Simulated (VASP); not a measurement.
Ga4AsP3: single point with PBE

Ga4AsP3:

```
Ga P As
1.0
     5.56378    0.00000    0.00000
     0.00000    5.56378    0.00000
     0.00000    0.00000    5.56378
Ga P As
4 3 1
Direct
  0.75450 0.75450 0.24550
  0.75450 0.24550 0.75450
  0.24550 0.75450 0.75450
  0.24550 0.24550 0.24550
  0.50000 0.00000 0.00000
  0.00000 0.50000 0.00000
  0.00000 0.00000 0.50000
  0.50000 0.50000 0.50000
```

| Property | Result |
| --- | --- |
| Program | VASP 6.6.1 |
| Task | single point |
| Functional | PBE |
| Potentials or basis | VASP PAW PBE potentials, release 64 (Ga_d, P, As) |
| Cutoff | 520 eV |
| k mesh | 6 × 6 × 6 |
| Occupations | gaussian, width 0.02 eV |
| Spin | no spin polarisation |
| Dipole correction | no |
| Further INCAR settings | ALGO = Normal; EDIFF = 1e-06; NBANDS = 46 |

```
Pressure               : 0.1 GPa
Largest force          : 0.003 eV/Å
Band gap on the k mesh : 1.16 eV
```

Forces in eV/Å, atoms in the order of the input:
```
Ga   0.002  0.002 -0.002
Ga   0.002 -0.002  0.002
Ga  -0.002  0.002  0.002
Ga  -0.002 -0.002 -0.002
P    0.000  0.000  0.000
P    0.000  0.000  0.000
P    0.000  0.000  0.000
As   0.000  0.000  0.000
```

Levels at points of the mesh, in eV from the valence-band top:
```csv
k point,band 32,band 33,band 34,band 35,band 36,band 37,band 38,band 39,band 40,band 41
"(0.00, 0.00, 0.00)",-2.53,-2.53,0.00,0.00,0.00,1.16,1.44,1.78,1.78,1.78
"(0.50, 0.00, 0.00)",-3.18,-1.75,-1.75,-1.48,-1.48,2.03,2.24,3.41,3.55,4.61
"(0.50, 0.50, 0.00)",-3.14,-1.38,-1.24,-1.02,-1.02,2.85,2.85,3.01,3.19,5.43
"(0.50, 0.50, 0.50)",-1.18,-1.18,-0.85,-0.85,-0.85,1.36,1.38,1.38,1.38,4.54
```

It took 4.2 min on 1 thread of Intel Xeon 8259CL, with other jobs on the host, peak memory 0.33 GiB.

A k mesh can miss the band edges.
